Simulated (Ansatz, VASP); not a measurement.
# One calculation of AlAs, two programs

INCAR

```
ALGO = Normal
EDIFF = 1E-6
ENCUT = 500
GGA = PE
GGA_COMPAT = F
ISIF = 2
ISMEAR = 0
LASPH = T
LCHARG = F
LREAL = F
LWAVE = F
NBANDS = 11
NELM = 120
PREC = Accurate
SIGMA = 0.05
```

The input KPOINTS:

```
k-points
0
Gamma
  8 8 8
```

The input POSCAR:

```
AlAs
1.0
    0.0000000000      2.9011600000      2.9719200000
    2.9011600000      0.0000000000      2.9719200000
    2.9011600000      2.9011600000      0.0000000000
Al As
1 1
Direct
    0.0000000000      0.0000000000      0.0000000000
    0.7500000000      0.7500000000      0.7500000000
```

Input for Ansatz:

```yaml
crystal:
  lattice:
    - [0.0, 2.90116, 2.97192]
    - [2.90116, 0.0, 2.97192]
    - [2.90116, 2.90116, 0.0]
  atoms:
    - { symbol: Al, position: [0.0, 0.0, 0.0] }
    - { symbol: As, position: [0.75, 0.75, 0.75] }
basis:
  ecutwfc: 420
kpoints:
  mp_grid: { grid: [8, 8, 8] }
hamiltonian:
  xc: pbe
scf:
  occupations: { method: gaussian, width: 0.05 }
output:
  forces: true
  stress: true
  eigenvalues: true
```

Change from the starting cell: strain +0.025 along x and y, +0.050 along z, atoms carried along.

Alike in both runs: task single point; functional PBE; k mesh 8 × 8 × 8; occupations gaussian, width 0.05 eV; no spin polarisation.

|  | VASP | Ansatz |
| --- | --- | --- |
| version | VASP 6.6.1 | Ansatz 0.2.0 |
| potentials or method | VASP PAW PBE potentials, release 64 (Al, As), cutoff 500 eV | scalar-relativistic, plane waves, PAW |
| valence electrons in the cell | 8 | 18 |

```csv
,VASP,Ansatz,Ansatz less VASP
gap on the k mesh at the Fermi level (eV),1.26,1.26,-0.003
least direct gap on the mesh (eV),1.26,1.26,-0.003
pressure (GPa),-3.6,-3.7,-0.11
"traceless stress, the component that is largest in VASP (GPa)",-0.93,-0.93,-0.001
```

VASP's potentials hold 8 valence electrons a cell and Ansatz's 18, so a difference there can come from the potentials and not from the codes.
